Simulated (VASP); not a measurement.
Input of a VASP 6.6.1 run:

The input INCAR:

```
  ALGO = Normal
  EDIFF = 1E-6
  ENCUT = 520
  GGA = PE
  ISIF = 2
  ISMEAR = 0
  LASPH = True
  LCHARG = True
  LELF = True
  LREAL = False
  LVHAR = True
  LWAVE = False
  NBANDS = 14
  NELM = 80
  PREC = Accurate
  SIGMA = 0.1
```

File KPOINTS:

```
k-points
0
Gamma
  6 6 4
```

File POSCAR:

```
AlH6
1.0
    3.7154203900      0.0000000000      0.0000000000
   -1.8577101900      3.2176484400      0.0000000000
    0.0000000000      0.0000000000      4.8265946500
Al H
1 6
Direct
    0.0000000000      0.0000000000      0.0000000000
    0.3333333300      0.6666666700      0.5000000000
    0.6666666700      0.3333333300      0.5000000000
    0.5000000000      0.0000000000      0.0000000000
    0.0000000000      0.5000000000      0.0000000000
    0.5000000000      0.5000000000      0.0000000000
    0.0000000000      0.0000000000      0.5000000000
```

Potentials or basis: VASP PAW PBE potentials, release 64 (Al, H).

Run with:

```sh
$ cat potpaw_PBE.64/Al/POTCAR potpaw_PBE.64/H/POTCAR > POTCAR
$ mpirun -np 1 vasp_std > vasp.out
```

Q: What does it give for the pressure?

A: -9.5 GPa.

Q: What does it give for the band gap on the k mesh?

A: Zero (an odd number of electrons rules out a gap without spin polarisation).

Stress tensor (GPa, compression positive):
```
-10.06   0.00   0.00
  0.00 -10.06   0.00
  0.00   0.00  -8.29
```

Caveat: the cell stands under tension.
